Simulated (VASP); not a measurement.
Wanted: the native input for a VASP 6.6.1 run.

| Property | Result |
| --- | --- |
| Task | single point |
| Functional | PBE |
| Potentials or basis | VASP PAW PBE potentials, release 64 (Ta_pv) |
| Cutoff | 520 eV |
| k mesh | 11 × 11 × 5 |
| Occupations | fermi-dirac, width 0.05 eV |
| Spin | no spin polarisation |
| Dipole correction | no |
| Further INCAR settings | ALGO = Normal; EDIFF = 1e-06; NBANDS = 18 |

The structure of Ta lies in POSCAR:

```
Ta
1.0
    2.9572565550      0.0000000000      0.0000000000
   -1.4786282775      2.5610593022      0.0000000000
    0.0000000000      0.0000000000      5.2675992145
Ta
2
Direct
    0.3333333333      0.6666666667      0.2500000000
    0.6666666667      0.3333333333      0.7500000000
```

This cell differs from its parent crystal: volume scaled by 1.06.

The input as run:

INCAR

```
SYSTEM = Ta
PREC = Accurate ; ENCUT = 520
EDIFF = 1E-6 ; ISMEAR = -1
SIGMA = 0.05 ; LREAL = .FALSE.
LASPH = .TRUE. ; NELM = 100
ALGO = Normal ; ISIF = 2
LWAVE = .FALSE. ; LCHARG = .TRUE.
GGA = PE ; LELF = .TRUE.
LVHAR = .TRUE. ; NBANDS = 18
```

KPOINTS

```
Automatic mesh
0
G
  11 11 5
  0 0 0
```

Potentials or basis: VASP PAW PBE potentials, release 64 (Ta_pv).

Launch:

```bash
$ cat potpaw_PBE.64/Ta_pv/POTCAR > POTCAR
$ mpirun -np 1 vasp_std > vasp.out
```

It gave:

```json
{"Pressure": "-10.7 GPa", "Band gap on the k mesh": "zero (band 11 reaches 5.88 eV, above the bottom of band 12 at 4.55 eV)"}
```

Caveat: spin-orbit coupling is left out, which moves the levels of the heavy elements.

It took 16 s on 1 thread of Intel(R) Xeon(R) Platinum 8488C (Sapphire Rapids), on a shared host, peak memory 0.16 GiB.
